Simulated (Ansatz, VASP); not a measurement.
# Two plane-wave programs on Y

INCAR

```
PREC = Accurate
ENCUT = 520
EDIFF = 1E-6
ISMEAR = -1
SIGMA = 0.1
LREAL = F
LASPH = T
NELM = 60
ALGO = Normal
ISIF = 2
LWAVE = F
LCHARG = F
GGA = PE
NBANDS = 12
```

Contents of KPOINTS:

```
Automatic mesh
0
Gamma
  11 11 11
```

The input POSCAR:

```
Y
1.0
    3.2278558554      0.0000000000      0.0000000000
    0.0000000000      3.2278558554      0.0000000000
    0.0000000000      0.0000000000      3.2278558554
Y
1
Direct
    0.0000000000      0.0000000000      0.0000000000
```

Input for Ansatz:

```yaml
crystal:
  lattice:
    - [3.2278558554, 0.0, 0.0]
    - [0.0, 3.2278558554, 0.0]
    - [0.0, 0.0, 3.2278558554]
  atoms:
    - { symbol: "Y", position: [0.0, 0.0, 0.0] }
hamiltonian:
  xc: pbe
  pseudopotentials:
    kind: paw
    azcp:
      "Y": "pseudopotentials/Y.paw.azcp"
basis:
  ecutwfc: 420
  fft_grid_basis: typed
kpoints:
  mp_grid: { grid: [11, 11, 11], shift: [0, 0, 0] }
magnetization:
  spin_polarized: false
scf:
  occupations: { method: fermi_dirac, width: 0.1 }
  lower_state_search: "off"
output:
  stress: true
  write_density: true
  write_potential: true
  elf: true
  volumetric_format: npy
```

Alike in both runs: task single point; functional PBE; k mesh 11 × 11 × 11; occupations fermi-dirac, width 0.1 eV; no spin polarisation.

```csv
,VASP,Ansatz
version,VASP 6.6.1,Ansatz 0.2.0
potentials or method,"VASP PAW PBE potentials, release 64 (Y_sv), cutoff 520 eV","plane waves (420 eV) with PAW, scalar-relativistic"
valence electrons in the cell,11,11
```

Ansatz gave:

* pressure (GPa): 1.1

Question: Estimate VASP's values.

Answer: Pressure (GPa): 1.0.
